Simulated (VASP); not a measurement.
# Sb in VASP: further runs

The runs below take Sb through single point, with revPBE+D4, PBE+D3(BJ), LDA, r2SCAN+D3(BJ).

Program: VASP 6.6.1. These are calculated values, not measurements. Logs are shortened: lines on timing, memory, paths and dates and some standing lists are left out, and cuts for length are marked.

**1. The cell of the first run**

The structure is cubic, space group Pm-3m (No. 221). Conventional cell: a = 3.160 Å, b = 3.160 Å, c = 3.160 Å, α = 90.00°, β = 90.00°, γ = 90.00°. Sb (site symmetry m-3m) has 6 Sb at 3.16 Å within 4.2 Å.

**2. Single point, revPBE+D4, collinear spin, ferromagnetic start**

The input, INCAR:

```
SYSTEM = Sb
PREC = Accurate
ENCUT = 520
EDIFF = 1E-6
ISMEAR = -5
SIGMA = 0.05
LREAL = .False.
LASPH = .True.
NELM = 150
ALGO = Normal
ISIF = 2
LWAVE = .False.
LCHARG = .False.
ISPIN = 2
MAGMOM = -0.25
LORBIT = 11
GGA = RE
IVDW = 13
NBANDS = 12
```

The input, KPOINTS:

```
regular mesh
0
Gamma
  8 8 8
  0 0 0
```

The input, POSCAR:

```
Sb
1.0
    3.1600000000      0.0000000000      0.0000000000
    0.0000000000      3.1600000000      0.0000000000
    0.0000000000      0.0000000000      3.1600000000
Sb
1
Direct
    0.0000000000      0.0000000000      0.0000000000
```

Potentials or basis: VASP PAW PBE potentials, release 64 (Sb).

Started as:

```bash
cat potpaw_PBE.64/Sb/POTCAR > POTCAR
mpirun -np 1 vasp_std > vasp.out
```

OUTCAR:

```text
SYSTEM = Sb
   PREC = Accurate
   ENCUT = 520
   EDIFF = 1E-6
   ISMEAR = -5
   LREAL = .False.
   LASPH = .True.
   NELM = 150
   ISIF = 2
   ISPIN = 2
   LORBIT = 11
   GGA = RE
   IVDW = 13

 ion  position               nearest neighbor table
   1  0.000  0.000  0.000-

  LATTYP: Found a simple cubic cell.
 ALAT       =     3.1600000000

  Lattice vectors:

 A1 = (   3.1600000000,   0.0000000000,   0.0000000000)
 A2 = (   0.0000000000,   3.1600000000,   0.0000000000)
 A3 = (   0.0000000000,   0.0000000000,   3.1600000000)

Analysis of symmetry for initial positions (statically):
=====================================================================
 Subroutine PRICEL returns:
 Original cell was already a primitive cell.

 Routine SETGRP: Setting up the symmetry group for a
 simple cubic supercell.

 Subroutine GETGRP returns: Found 48 space group operations
 (whereof 48 operations were pure point group operations)
 out of a pool of 48 trial point group operations.

The static configuration has the point symmetry O_h .

Analysis of symmetry for dynamics (positions and initial velocities):
=====================================================================
 Subroutine PRICEL returns:
 Original cell was already a primitive cell.

 Routine SETGRP: Setting up the symmetry group for a
 simple cubic supercell.

 Subroutine GETGRP returns: Found 48 space group operations
 (whereof 48 operations were pure point group operations)
 out of a pool of 48 trial point group operations.

The dynamic configuration has the point symmetry O_h .

Analysis of structural, dynamic, and magnetic symmetry:
=====================================================================
 Subroutine PRICEL returns:
 Original cell was already a primitive cell.

 Routine SETGRP: Setting up the symmetry group for a
 simple cubic supercell.

 Subroutine GETGRP returns: Found 48 space group operations
 (whereof 48 operations were pure point group operations)
 out of a pool of 48 trial point group operations.

The overall configuration has the point symmetry O_h .

 Subroutine INISYM returns: Found 48 space group operations
 (whereof 48 operations are pure point group operations),
 and found     1 'primitive' translations

----------------------------------------------------------------------------------------

                                     Primitive cell

  volume of cell :      31.5545

  direct lattice vectors                    reciprocal lattice vectors
     3.160000000  0.000000000  0.000000000     0.316455696  0.000000000  0.000000000
     0.000000000  3.160000000  0.000000000     0.000000000  0.316455696  0.000000000
     0.000000000  0.000000000  3.160000000     0.000000000  0.000000000  0.316455696

  length of vectors
     3.160000000  3.160000000  3.160000000     0.316455696  0.316455696  0.316455696

  position of ions in fractional coordinates (direct lattice)
     0.000000000  0.000000000  0.000000000

  ion indices of the primitive-cell ions
   primitive index   ion index
                 1           1

----------------------------------------------------------------------------------------

 KPOINTS: regular mesh

Automatic generation of k-mesh.
 Grid dimensions read from file:
 generate k-points for:    8    8    8

 Generating k-lattice:

  Cartesian coordinates                     Fractional coordinates (reciprocal lattice)
     0.039556962  0.000000000  0.000000000     0.125000000  0.000000000  0.000000000
     0.000000000  0.039556962  0.000000000     0.000000000  0.125000000  0.000000000
     0.000000000  0.000000000  0.039556962     0.000000000  0.000000000  0.125000000

  Length of vectors
     0.039556962  0.039556962  0.039556962

  Shift w.r.t. Gamma in fractional coordinates (k-lattice)
     0.000000000  0.000000000  0.000000000

 TETIRR: Found    250 inequivalent tetrahedra from     3072

 Subroutine IBZKPT returns following result:
 ===========================================

 Found     35 irreducible k-points:

 Following reciprocal coordinates:
            Coordinates               Weight
  0.000000  0.000000  0.000000      1.000000
  0.125000  0.000000  0.000000      6.000000
  0.250000  0.000000  0.000000      6.000000
  0.375000  0.000000  0.000000      6.000000
  0.500000  0.000000  0.000000      3.000000
  0.125000  0.125000  0.000000     12.000000
[... 16 lines left out ...]
  0.375000  0.375000  0.125000     24.000000
  0.500000  0.375000  0.125000     24.000000
 [... further k-points ...]
   k-points           NKPTS =     35   k-points in BZ     NKDIM =     35   number of bands    NBANDS=     12
   number of dos      NEDOS =    301   number of ions     NIONS =      1
   total plane-waves  NPLWV =  13824
   dimension x,y,z NGX =    24 NGY =   24 NGZ =   24
   dimension x,y,z NGXF=    48 NGYF=   48 NGZF=   48
   ions per type =               1
   NGX,Y,Z   is equivalent  to a cutoff of  12.63, 12.63, 12.63 a.u.
   NGXF,Y,Z  is equivalent  to a cutoff of  25.25, 25.25, 25.25 a.u.
 SYSTEM =  Sb
   PREC   = accura    normal or accurate (medium, high low for compatibility)
   ISTART =      0    job   : 0-new  1-cont  2-samecut
   ICHARG =      2    charge: 1-file 2-atom 10-const
   ISPIN  =      2    spin polarized calculation?
   LNONCOLLINEAR =      F non collinear calculations
   LSORBIT =      F    spin-orbit coupling
   LASPH  =      T    aspherical Exc in radial PAW
   ENCUT  =  520.0 eV  38.22 Ry    6.18 a.u.   5.88  5.88  5.88*2*pi/ulx,y,z
   NELM   =    150;   NELMIN=  2; NELMDL= -5     # of ELM steps
   EDIFF  = 0.1E-05   stopping-criterion for ELM
   LREAL  =      F    real-space projection
   EDIFFG = 0.1E-04   stopping-criterion for IOM
   NSW    =      0    number of steps for IOM
   IBRION =     -1    ionic relax: 0-MD 1-quasi-New 2-CG
   NFREE  =      0    steps in history (QN), initial steepest desc. (CG)
   ISIF   =      2    stress and relaxation
   ISYM   =      2    0-nonsym 1-usesym 2-fastsym
   POTIM  = 0.5000    time-step for ionic-motion
   TEBEG  =    0.0;   TEEND  =   0.0 temperature during run
   PSTRESS=    0.0 pullay stress
   NELECT =       5.0000    total number of electrons
   NUPDOWN=      -1.0000    fix difference up-down
   EMIN   =  10.00;   EMAX   =-10.00  energy-range for DOS
   EFERMI =   0.00;   METHOD = LEGACY
   ISMEAR =    -5;   SIGMA  =   0.05  broadening in eV -4-tet -1-fermi 0-gaus
   EFERMI_NEDOS =   21; number of points for ismear=-14 and -15
   IALGO  =     38    algorithm
   IMIX   =      4    mixing-type and parameters
     AMIX     =   0.40;   BMIX     =  1.00
     AMIX_MAG =   1.60;   BMIX_MAG =  1.00
  volume/ion in A,a.u.               =      31.55       212.94
  Fermi-wavevector in a.u.,A,eV,Ry     =   0.885886  1.674081 10.677766  0.784794
  Thomas-Fermi vector in A             =   2.006979
   LORBIT       =     11    0 simple, 1 ext, 2 COOP (PROOUT), +10 PAW based schemes
   GGA     = RE    functional components
   LHFCALC =     F    Hartree Fock is set to
   AEXX    =    0.0000 exact exchange contribution
   IVDW    =    13    specifies the selected vdW correction
   LEPSILON=     F    determine dielectric tensor
   LRPA    =     F    only Hartree local field effects (RPA)
 spin polarized calculation
 Fermi weights with tetrahedron method with Bloechl corrections
  energy-cutoff  :      520.00
  volume of cell :       31.55
 maximum number of plane-waves:       876
 NGX is ok and might be reduce to    24
   NGX = 11   NGY = 11   NGZ = 11

 number of electron       5.0000001 magnetization      -0.0000036

 number of electron       5.0000001 magnetization       0.0000020

 Free energy of the ion-electron system (eV)
  ---------------------------------------------------
  ext. energy  EPLUGINS =         0.00000000
  ---------------------------------------------------
  free energy    TOTEN  =        -3.77894297 eV

  energy without entropy =       -3.77894297  energy(sigma->0) =       -3.77894297

 E-fermi :   6.5133     XC(G=0):  -9.3297

 val. band max:        6.7577996649   @ k =   0.3750   0.2500   0.2500
 cond. band min:       6.7063720714   @ k =   0.5000   0.2500   0.0000
 fundamental gap:     -0.0514275935
 Fermi energy:         6.5133354646

 spin component 1

 k-point     1 :       0.0000    0.0000    0.0000
  band No.  band energies     occupation
      1      -5.4362      1.00000
      2       9.6540      0.00000
      3       9.6540      0.00000
      4       9.6540      0.00000
      5      13.3579      0.00000
      6      13.3579      0.00000
      7      14.5232      0.00000
      8      23.8052      0.00000
      9      23.8052      0.00000
     10      23.8052      0.00000
     11      25.3694      0.00000
     12      25.3694      0.00000
[... 331 lines left out ...]
 k-point    24 :       0.5000    0.3750    0.1250
  band No.  band energies     occupation
      1      -1.2427      1.00000
      2       3.0244      1.00000
      3       4.5207      1.06016
      4       9.9673      0.00000
      5      11.1472      0.00000
      6      16.1259      0.00000
      7      17.4018      0.00000
      8      20.1027      0.00000
      9      20.7758      0.00000
     10      22.3694      0.00000
     11      23.5993      0.00000
     12      25.2373      0.00000

 [... further k-points ...]

 spin component 2

 k-point     1 :       0.0000    0.0000    0.0000
  band No.  band energies     occupation
      1      -5.4362      1.00000
      2       9.6540      0.00000
      3       9.6540      0.00000
      4       9.6540      0.00000
      5      13.3579      0.00000
      6      13.3579      0.00000
      7      14.5232      0.00000
      8      23.8052      0.00000
      9      23.8052      0.00000
     10      23.8052      0.00000
     11      25.3694      0.00000
     12      25.3694      0.00000
[... 331 lines left out ...]
 k-point    24 :       0.5000    0.3750    0.1250
  band No.  band energies     occupation
      1      -1.2427      1.00000
      2       3.0244      1.00000
      3       4.5207      1.06016
      4       9.9673      0.00000
      5      11.1472      0.00000
      6      16.1259      0.00000
      7      17.4018      0.00000
      8      20.1027      0.00000
      9      20.7758      0.00000
     10      22.3694      0.00000
     11      23.5993      0.00000
     12      25.2373      0.00000

 [... further k-points ...]

------------------------ aborting loop because EDIFF is reached ----------------------------------------

  DFT-D4 for vdW energy calculation

  Edisp (eV):   -0.77388

  FORCE on cell =-STRESS in cart. coord.  units (eV):
  Direction    XX          YY          ZZ          XY          YZ          ZX
  --------------------------------------------------------------------------------------
  -------------------------------------------------------------------------------------
  Total      -1.19799    -1.19799    -1.19799    -0.00000    -0.00000    -0.00000
  in kB     -60.82811   -60.82811   -60.82811    -0.00000    -0.00000    -0.00000
  external pressure =      -60.83 kB  Pullay stress =        0.00 kB

 VOLUME and BASIS-vectors are now :
 -----------------------------------------------------------------------------
  energy-cutoff  :      520.00
  volume of cell :       31.55
      direct lattice vectors                 reciprocal lattice vectors
     3.160000000  0.000000000  0.000000000     0.316455696  0.000000000  0.000000000
     0.000000000  3.160000000  0.000000000     0.000000000  0.316455696  0.000000000
     0.000000000  0.000000000  3.160000000     0.000000000  0.000000000  0.316455696

 POSITION                                       TOTAL-FORCE (eV/Angst)
 -----------------------------------------------------------------------------------
      0.00000      0.00000      0.00000         0.000000      0.000000      0.000000
 -----------------------------------------------------------------------------------
    total drift:                               -0.000000      0.000000      0.000000

  FREE ENERGIE OF THE ION-ELECTRON SYSTEM (eV)
  ---------------------------------------------------
  free  energy   TOTEN  =        -4.5528210533 eV

  energy  without entropy=       -4.5528210533  energy(sigma->0) =       -4.55282105

 total charge

# of ion       s       p       d       tot
------------------------------------------
    1        1.207   1.096   0.031   2.334

 magnetization (x)

# of ion       s       p       d       tot
------------------------------------------
    1        0.000   0.000   0.000   0.000
```

Run time: 7 s. Hardware: 1 thread of Intel Xeon 6975P-C (Granite Rapids), shared host; peak memory 0.15 GiB.

Results:

* Free energy: -4.5528 eV
* Pressure: -6.1 GPa
* Net moment: 0.00 μB per cell
* Valence electrons inside the program's atomic spheres: Sb 2.33
* Dispersion energy per atom: -0.774 eV

Caveat: the PAW data sets were made with another functional, which shifts forces and pressure a little; spin-orbit coupling is left out, which moves the levels of the heavy elements; pairwise dispersion overbinds metals, which lowers pressure and volume; tetrahedron occupations give inexact forces and stress in metals.

(Continued in part 2 of 2.)
